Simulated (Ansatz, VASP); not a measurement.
**Two plane-wave programs on Al2O3**

```
Al O
1.0
     2.44675    1.41263    4.56743
    -2.44675    1.41263    4.56743
     0.00000   -2.82526    4.56743
Al O
4 6
Cartesian
  0.0000 0.0000 11.6748
  0.0000 0.0000 8.8786
  0.0000 0.0000 2.0275
  0.0000 0.0000 4.8237
  -0.9500 -1.4126 5.7093
  1.6984 -0.1164 5.7093
  -0.7484 1.5291 5.7093
  0.9500 1.4126 7.9930
  -1.6984 0.1164 7.9930
  0.7484 -1.5291 7.9930
```

Alike in both runs: task single point; functional PBEsol; k mesh 6 × 6 × 6; occupations gaussian, width 0.05 eV; no spin polarisation.

|  | VASP | Ansatz |
| --- | --- | --- |
| version | VASP 6.6.1 | Ansatz 0.2.0 |
| potentials or method | VASP PAW PBE potentials, release 64 (Al, O), cutoff 520 eV | scalar-relativistic, plane waves, PAW |
| valence electrons in the cell | 48 | 48 |

Ansatz gave:

```
gap on the k mesh at the Fermi level (eV)                     : 4.78
least direct gap on the mesh (eV)                             : 4.78
pressure (GPa)                                                : -19.8
traceless stress, the component that is largest in VASP (GPa) : -5.25
rms of the force components (eV/Å)                            : 0.028
```

**Question.** What did VASP give for the same quantities?

**Answer.** gap on the k mesh at the Fermi level (eV): 4.78; least direct gap on the mesh (eV): 4.78; pressure (GPa): -19.8; traceless stress, the component that is largest in VASP (GPa): -5.28; rms of the force components (eV/Å): 0.029.

VASP's potentials were made for PBE, not for PBEsol, and Ansatz warns of the same on its side. Atom by atom the forces differ by 0.001 eV/Å (rms over components).
